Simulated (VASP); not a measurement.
Set up this calculation in VASP 6.6.1, as the native input.

```yaml
Task: single point
Functional: r2SCAN
Potentials_or_basis: VASP PAW PBE potentials, release 64 (Ti_sv, C)
Cutoff: 660 eV
k_mesh: 12 × 12 × 12
Occupations: fermi-dirac, width 0.05 eV
Spin: no spin polarisation
Dipole_correction: no
Further_INCAR_settings: ALGO = Normal; EDIFF = 1e-06; NBANDS = 15
```

Crystal: TiC.

```
CELL_PARAMETERS angstrom
0.00000 2.16392 2.16392
2.16392 0.00000 2.16392
2.16392 2.16392 0.00000
ATOMIC_POSITIONS crystal
Ti 0.00000 0.00000 0.00000
C 0.50000 0.50000 0.50000
```

One way to write it, as run:

POSCAR

```
TiC
1.0
    0.0000000000      2.1639242704      2.1639242704
    2.1639242704      0.0000000000      2.1639242704
    2.1639242704      2.1639242704      0.0000000000
Ti C
1 1
Direct
    0.0000000000      0.0000000000      0.0000000000
    0.5000000000      0.5000000000      0.5000000000
```

INCAR.step1

```
PREC = Accurate ; ENCUT = 660
ISMEAR = -1 ; SIGMA = 0.05
LREAL = False ; LASPH = True
NELM = 120 ; NBANDS = 15
GGA = PE ; ALGO = Normal
EDIFF = 1E-5 ; LWAVE = True
LCHARG = False ; GGA_COMPAT = False
```

INCAR.step2

```
PREC = Accurate ; ENCUT = 660
EDIFF = 1E-6 ; ISMEAR = -1
SIGMA = 0.05 ; LREAL = False
LASPH = True ; NELM = 120
ALGO = Normal ; ISIF = 2
LWAVE = False ; LCHARG = False
METAGGA = R2SCAN ; LMIXTAU = True
NBANDS = 15 ; ISTART = 1
GGA_COMPAT = False
```

KPOINTS

```
Automatic mesh
0
Gamma
  12 12 12
```

Potentials or basis: VASP PAW PBE potentials, release 64 (Ti_sv, C).

Launch:

```bash
$ cat potpaw_PBE.64/Ti_sv/POTCAR potpaw_PBE.64/C/POTCAR > POTCAR
$ cp INCAR.step1 INCAR
$ mpirun -np 1 vasp_std > vasp.out
$ cp INCAR.step2 INCAR
$ mpirun -np 1 vasp_std > vasp.out
```

Results of the run:

```json
{"Pressure": "0.7 GPa", "Band gap on the k mesh": "zero (band 8 reaches 10.38 eV, above the bottom of band 9 at 9.06 eV)"}
```

Caveat: the PAW data sets were made with another functional, which shifts forces and pressure a little.

It took 100 s on 1 thread of Intel(R) Xeon(R) Platinum 8375C CPU @ 2.90GHz (Ice Lake), with other jobs on the host, peak memory 0.19 GiB.
